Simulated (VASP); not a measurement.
A run of VASP 6.6.1 is set up as follows.

The input INCAR:

```
SYSTEM = Ga2C
PREC = Accurate ; ENCUT = 520
EDIFF = 1E-6 ; ISMEAR = 0
SIGMA = 0.1 ; LREAL = .False.
LASPH = .True. ; NELM = 60
ALGO = Normal ; ISIF = 2
LWAVE = .False. ; LCHARG = .False.
GGA = PE ; NBANDS = 22
```

File KPOINTS:

```
Automatic mesh
0
Gamma
  6 6 4
  0 0 0
```

POSCAR

```
Ga2C
1.0
    4.3113825885      0.0000000000      0.0000000000
   -2.1556912942      3.7337668471      0.0000000000
    0.0000000000      0.0000000000      2.7892991374
Ga C
2 1
Direct
    0.3333333333      0.6666666667      0.5000000000
    0.6666666667      0.3333333333      0.5000000000
    0.0000000000      0.0000000000      0.0000000000
```

Potentials or basis: VASP PAW PBE potentials, release 64 (Ga_d, C).

Run with:

```bash
$ cat potpaw_PBE.64/Ga_d/POTCAR potpaw_PBE.64/C/POTCAR > POTCAR
$ mpirun -np 1 vasp_std > vasp.out
```

Question: Estimate the pressure.

Answer: 0.2 GPa.

Question: Estimate the band gap on the k mesh.

Answer: Zero (band 15 reaches 7.49 eV, above the bottom of band 16 at 2.45 eV).

Stress tensor (GPa, compression positive):
```
 0.42  0.00  0.00
 0.00  0.42  0.00
 0.00  0.00 -0.19
```

Caveat: the k points lie up to 0.56 Å⁻¹ apart.
